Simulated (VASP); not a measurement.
# Ni (Fm-3m) in VASP: single point with PBE

Aim: the single point of Ni with PBE.

All numbers are computed with VASP 6.6.1; they aren't measurements. Logs are shortened: lines on timing, memory, paths and dates and some standing lists are left out, and cuts for length are marked.

### 1 The cell of the first run

It takes space group Fm-3m (No. 225, cubic). The conventional cell has a = 3.545 Å, b = 3.545 Å, c = 3.545 Å, α = 90.00°, β = 90.00°, γ = 90.00°. Ni (site symmetry m-3m) has 12 Ni at 2.51 Å within 3.3 Å.

### 2 Single point, PBE, collinear spin, ferromagnetic start

File INCAR:

```
PREC     = Accurate       # precision mode
ENCUT    = 520            # plane-wave cutoff, eV
EDIFF    = 1E-7           # SCF threshold, eV
ISMEAR   = -1             # smearing method
SIGMA    = 0.1            # smearing width, eV
LREAL    = False          # projectors in reciprocal space
LASPH    = True           # aspherical terms in the spheres
NELM     = 150            # most SCF steps
ALGO     = Normal         # electronic algorithm
ISIF     = 2              # what is computed and relaxed
LWAVE    = False          # write WAVECAR
LCHARG   = True           # write CHGCAR
ISPIN    = 2              # spin polarisation
MAGMOM   = 2 2            # initial moments
LORBIT   = 11             # projections on sites
LMAXMIX  = 4              # l up to which the mixer works
GGA      = PE             # functional
LELF     = True           # ELF
LVHAR    = True         
ISYM     = 0            
NBANDS   = 21             # bands
```

File KPOINTS:

```
regular mesh
0
Gamma
  8 14 11
```

File POSCAR:

```
Ni
1.0
   -1.7724000000     -3.5448000000     -1.7724000000
   -1.7724000000      0.0000000000     -1.7724000000
    1.7724000000      0.0000000000     -1.7724000000
Ni
2
Direct
    0.0000000000      0.0000000000      0.0000000000
    0.5000000000      0.0000000000      0.5000000000
```

Potentials or basis: VASP PAW PBE potentials, release 64 (Ni).

Command:

```console
$ cat potpaw_PBE.64/Ni/POTCAR > POTCAR
$ mpirun -np 1 vasp_std > vasp.out
```

OUTCAR:

```text
PREC = Accurate
   ENCUT = 520
   EDIFF = 1E-7
   ISMEAR = -1
   LREAL = False
   LASPH = True
   NELM = 150
   ISIF = 2
   ISPIN = 2
   LORBIT = 11
   GGA = PE
   ISYM = 0

 ion  position               nearest neighbor table
   1  0.000  0.000  0.000-   2 2.51   2 2.51   2 2.51   2 2.51   2 2.51   2 2.51   2 2.51   2 2.51

   2  0.500  0.000  0.500-   1 2.51   1 2.51   1 2.51   1 2.51   1 2.51   1 2.51   1 2.51   1 2.51

IMPORTANT INFORMATION: All symmetrisations will be switched off!
NOSYMM: (Re-)initialisation of all symmetry stuff for point group C_1.

----------------------------------------------------------------------------------------

                                     Primitive cell

  volume of cell :      22.2713

  direct lattice vectors                    reciprocal lattice vectors
    -1.772400000 -3.544800000 -1.772400000     0.000000000 -0.282103363  0.000000000
    -1.772400000  0.000000000 -1.772400000    -0.282103363  0.282103363 -0.282103363
     1.772400000  0.000000000 -1.772400000     0.282103363  0.000000000 -0.282103363

  length of vectors
     4.341475620  2.506552118  2.506552118     0.282103363  0.488617357  0.398954401

  position of ions in fractional coordinates (direct lattice)
     0.000000000  0.000000000  0.000000000
     0.500000000  0.000000000  0.500000000

  ion indices of the primitive-cell ions
   primitive index   ion index
                 1           1
                 2           2

----------------------------------------------------------------------------------------

 KPOINTS: regular mesh

Automatic generation of k-mesh.
 Grid dimensions read from file:
 generate k-points for:    8   14   11

 Generating k-lattice:

  Cartesian coordinates                     Fractional coordinates (reciprocal lattice)
     0.000000000 -0.035262920  0.000000000     0.125000000  0.000000000  0.000000000
    -0.020150240  0.020150240 -0.020150240     0.000000000  0.071428571  0.000000000
     0.025645760  0.000000000 -0.025645760     0.000000000  0.000000000  0.090909091

  Length of vectors
     0.035262920  0.034901240  0.036268582

  Shift w.r.t. Gamma in fractional coordinates (k-lattice)
     0.000000000  0.000000000  0.000000000

 -----------------------------------------------------------------------------
|                                                                             |
|           W    W    AA    RRRRR   N    N  II  N    N   GGGG   !!!           |
|           W    W   A  A   R    R  NN   N  II  NN   N  G    G  !!!           |
|           W    W  A    A  R    R  N N  N  II  N N  N  G       !!!           |
|           W WW W  AAAAAA  RRRRR   N  N N  II  N  N N  G  GGG   !            |
|           WW  WW  A    A  R   R   N   NN  II  N   NN  G    G                |
|           W    W  A    A  R    R  N    N  II  N    N   GGGG   !!!           |
|                                                                             |
|     Your reciprocal lattice and k-lattice belong to different lattice       |
|     classes:                                                                |
|                                                                             |
|        The reciprocal lattice is simple tetragonal,                         |
|        whereas your k-lattice is simple monoclinic.                         |
|                                                                             |
|     Results are often still useful ...                                      |
|                                                                             |
 -----------------------------------------------------------------------------

 WARNING: IBZKPT: internal override: KBLOWUP is changed to .FALSE.
      ... skipping the blow-up phase ...

 Subroutine IBZKPT returns following result:
 ===========================================

 Found    618 irreducible k-points:

 Following reciprocal coordinates:
            Coordinates               Weight
  0.000000  0.000000  0.000000      1.000000
  0.125000  0.000000  0.000000      2.000000
  0.250000  0.000000  0.000000      2.000000
  0.375000  0.000000  0.000000      2.000000
  0.500000  0.000000  0.000000      1.000000
  0.000000  0.071429  0.000000      2.000000
[... 16 lines left out ...]
  0.125000  0.214286  0.000000      2.000000
  0.250000  0.214286  0.000000      2.000000
 [... further k-points ...]
   k-points           NKPTS =    618   k-points in BZ     NKDIM =    618   number of bands    NBANDS=     21
   number of dos      NEDOS =    301   number of ions     NIONS =      2
   total plane-waves  NPLWV =  12800
   dimension x,y,z NGX =    32 NGY =   20 NGZ =   20
   dimension x,y,z NGXF=    64 NGYF=   40 NGZF=   40
   ions per type =               2
   NGX,Y,Z   is equivalent  to a cutoff of  12.25, 13.26, 13.26 a.u.
   NGXF,Y,Z  is equivalent  to a cutoff of  24.51, 26.53, 26.53 a.u.
 SYSTEM =  unknown system
   PREC   = accura    normal or accurate (medium, high low for compatibility)
   ISTART =      0    job   : 0-new  1-cont  2-samecut
   ICHARG =      2    charge: 1-file 2-atom 10-const
   ISPIN  =      2    spin polarized calculation?
   LNONCOLLINEAR =      F non collinear calculations
   LSORBIT =      F    spin-orbit coupling
   LASPH  =      T    aspherical Exc in radial PAW
   ENCUT  =  520.0 eV  38.22 Ry    6.18 a.u.   8.07  4.66  4.66*2*pi/ulx,y,z
   NELM   =    150;   NELMIN=  2; NELMDL= -5     # of ELM steps
   EDIFF  = 0.1E-06   stopping-criterion for ELM
   LREAL  =      F    real-space projection
   EDIFFG = 0.1E-05   stopping-criterion for IOM
   NSW    =      0    number of steps for IOM
   IBRION =     -1    ionic relax: 0-MD 1-quasi-New 2-CG
   NFREE  =      0    steps in history (QN), initial steepest desc. (CG)
   ISIF   =      2    stress and relaxation
   ISYM   =      0    0-nonsym 1-usesym 2-fastsym
   POTIM  = 0.5000    time-step for ionic-motion
   TEBEG  =    0.0;   TEEND  =   0.0 temperature during run
   PSTRESS=    0.0 pullay stress
   NELECT =      20.0000    total number of electrons
   NUPDOWN=      -1.0000    fix difference up-down
   EMIN   =  10.00;   EMAX   =-10.00  energy-range for DOS
   EFERMI =   0.00;   METHOD = LEGACY
   ISMEAR =    -1;   SIGMA  =   0.10  broadening in eV -4-tet -1-fermi 0-gaus
   EFERMI_NEDOS =   21; number of points for ismear=-14 and -15
   IALGO  =     38    algorithm
   IMIX   =      4    mixing-type and parameters
     AMIX     =   0.40;   BMIX     =  1.00
     AMIX_MAG =   1.60;   BMIX_MAG =  1.00
  volume/ion in A,a.u.               =      11.14        75.15
  Fermi-wavevector in a.u.,A,eV,Ry     =   1.579440  2.984709 33.941505  2.494630
  Thomas-Fermi vector in A             =   2.679819
   LORBIT       =     11    0 simple, 1 ext, 2 COOP (PROOUT), +10 PAW based schemes
   GGA     = PE    functional components
   LHFCALC =     F    Hartree Fock is set to
   AEXX    =    0.0000 exact exchange contribution
   IVDW    =     0    specifies the selected vdW correction
   LEPSILON=     F    determine dielectric tensor
   LRPA    =     F    only Hartree local field effects (RPA)
 spin polarized calculation
  energy-cutoff  :      520.00
  volume of cell :       22.27
 maximum number of plane-waves:       613
   NGX = 17   NGY =  9   NGZ =  9

 number of electron      19.9999987 magnetization       1.2252733

 Free energy of the ion-electron system (eV)
  ---------------------------------------------------
  ext. energy  EPLUGINS =         0.00000000
  ---------------------------------------------------
  free energy    TOTEN  =       -10.99046134 eV

  energy without entropy =      -10.87877849  energy(sigma->0) =      -10.93461991

 E-fermi :   9.0371     XC(G=0): -13.1191

 val. band max:        9.0369973925   @ k =   0.3750   0.2143   0.3636
 cond. band min:       9.0392899406   @ k =   0.1250   0.0714   0.0000
 fundamental gap:      0.0022925481
 Fermi energy:         9.0371162056

 spin component 1

 k-point     1 :       0.0000    0.0000    0.0000
  band No.  band energies     occupation
      1       0.2016      1.00000
      2       4.5413      1.00000
      3       4.9921      1.00000
      4       6.6904      1.00000
      5       6.6907      1.00000
      6       6.6944      1.00000
[... 13 lines left out ...]
     20      36.2545      0.00000
     21      36.2550      0.00000

 k-point     2 :       0.1250    0.0000    0.0000
  band No.  band energies     occupation
      1       0.4018      1.00000
      2       4.5502      1.00000
      3       5.0522      1.00000
      4       6.6244      1.00000
      5       6.7453      1.00000
      6       6.7455      1.00000
[... 520 lines left out ...]
 k-point    24 :       0.2500    0.2143    0.0000
  band No.  band energies     occupation
      1       1.3592      1.00000
      2       5.0609      1.00000
      3       5.3505      1.00000
      4       6.4118      1.00000
      5       6.9045      1.00000
      6       6.9177      1.00000
[... 13 lines left out ...]
     20      37.5908      0.00000
     21      38.0972      0.00000

 [... further k-points ...]

 spin component 2

 k-point     1 :       0.0000    0.0000    0.0000
  band No.  band energies     occupation
      1       0.1662      1.00000
      2       4.8887      1.00000
      3       5.5833      1.00000
      4       7.4159      1.00000
      5       7.4186      1.00000
      6       7.4196      1.00000
[... 13 lines left out ...]
     20      36.2412      0.00000
     21      36.2430      0.00000

 k-point     2 :       0.1250    0.0000    0.0000
  band No.  band energies     occupation
      1       0.3666      1.00000
      2       4.8788      1.00000
      3       5.6474      1.00000
      4       7.3398      1.00000
      5       7.4754      1.00000
      6       7.4763      1.00000
[... 520 lines left out ...]
 k-point    24 :       0.2500    0.2143    0.0000
  band No.  band energies     occupation
      1       1.3280      1.00000
      2       5.4532      1.00000
      3       5.9039      1.00000
      4       7.1058      1.00000
      5       7.6050      1.00000
      6       7.6559      1.00000
[... 13 lines left out ...]
     20      37.5825      0.00000
     21      38.0566      0.00000

 [... further k-points ...]

------------------------ aborting loop because EDIFF is reached ----------------------------------------

  FORCE on cell =-STRESS in cart. coord.  units (eV):
  Direction    XX          YY          ZZ          XY          YZ          ZX
  --------------------------------------------------------------------------------------
  -------------------------------------------------------------------------------------
  Total       -0.5452081     -0.5305904     -0.5452109      0.0023710      0.0023718      0.0095044
  in kB      -39.2218116    -38.1702287    -39.2220110      0.1705644      0.1706272      0.6837381
  external PRESSURE =     -38.8713505 kB  Pullay stress =       0.0000000 kB

 VOLUME and BASIS-vectors are now :
 -----------------------------------------------------------------------------
  energy-cutoff  :      520.00
  volume of cell :       22.27
      direct lattice vectors                 reciprocal lattice vectors
    -1.772400000 -3.544800000 -1.772400000     0.000000000 -0.282103363  0.000000000
    -1.772400000  0.000000000 -1.772400000    -0.282103363  0.282103363 -0.282103363
     1.772400000  0.000000000 -1.772400000     0.282103363  0.000000000 -0.282103363

 POSITION                                       TOTAL-FORCE (eV/Angst)
 -----------------------------------------------------------------------------------
      0.00000      0.00000      0.00000        -0.000000     -0.000000     -0.000000
      0.00000     -1.77240     -1.77240         0.000000      0.000000      0.000000
 -----------------------------------------------------------------------------------
    total drift:                               -0.000000     -0.000000     -0.000000

  FREE ENERGIE OF THE ION-ELECTRON SYSTEM (eV)
  ---------------------------------------------------
  free  energy   TOTEN  =       -10.9904613432 eV

  energy  without entropy=      -10.8787784851  energy(sigma->0) =      -10.93461991

 total charge

# of ion       s       p       d       tot
------------------------------------------
    1        0.488   0.478   8.304   9.270
    2        0.488   0.478   8.304   9.270
--------------------------------------------------
tot          0.975   0.955  16.609  18.539

 magnetization (x)

# of ion       s       p       d       tot
------------------------------------------
    1       -0.007  -0.024   0.657   0.626
    2       -0.007  -0.024   0.657   0.626
--------------------------------------------------
tot         -0.013  -0.048   1.313   1.252
```

Run time: 9.4 min. Hardware: 1 thread of Intel Xeon 8259CL, shared host; peak memory 0.47 GiB.

What came out:

```yaml
Free_energy: -10.9905 eV
Pressure: -3.9 GPa
Net_moment: 1.23 μB per cell
Site_moments: Ni +0.63 μB
Valence_electrons_inside_the_program's_atomic_spheres: Ni 9.27
```

Stress tensor (GPa, compression positive):
```
-3.92  0.02  0.07
 0.02 -3.82  0.02
 0.07  0.02 -3.92
```

Caveat: the cell stands under tension.
